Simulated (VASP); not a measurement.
Write the native input for VASP 6.6.1 that does the following.

- Task: single point
- Functional: LDA
- Potentials or basis: VASP PAW LDA potentials, release 64 (Ag)
- Cutoff: 520 eV
- k mesh: 20 × 20 × 20
- Occupations: gaussian, width 0.15 eV
- Spin: no spin polarisation
- Dipole correction: no
- Further INCAR settings: ALGO = Fast; EDIFF = 1e-06; NBANDS = 12

The structure of Ag lies in POSCAR:

```
Ag
1.0
   -1.7384367000      1.7384367000      1.6970453500
    1.7384367000     -1.7384367000      1.6970453500
    1.7384367000      1.7384367000     -1.6970453500
Ag
1
Direct
    0.0000000000      0.0000000000      0.0000000000
```

This cell differs from its parent crystal: strain +0.050 along x and y, +0.025 along z.

One way to write it, as run:

INCAR

```
SYSTEM = Ag
ALGO = Fast ; EDIFF = 1E-6
ENCUT = 520 ; ISIF = 2
ISMEAR = 0 ; LASPH = .TRUE.
LCHARG = .FALSE. ; LREAL = .FALSE.
LWAVE = .FALSE. ; NBANDS = 12
NELM = 100 ; PREC = Accurate
SIGMA = 0.15
```

KPOINTS

```
k-points
0
G
  20 20 20
  0 0 0
```

Potentials or basis: VASP PAW LDA potentials, release 64 (Ag).

Launch:

```console
$ cat potpaw_LDA.64/Ag/POTCAR > POTCAR
$ mpirun -np 1 vasp_std > vasp.out
```

Results of the run:

| Quantity | Value |
| --- | --- |
| Pressure | -16.2 GPa |
| Band gap on the k mesh | zero (an odd number of electrons rules out a gap without spin polarisation) |

Caveat: the cell differs from its parent crystal (strain +0.050 along x and y, +0.025 along z); the cell stands under tension.

Run time: 2.7 min on 1 thread of Intel Xeon 8259CL, on a shared host, peak memory 0.25 GiB.
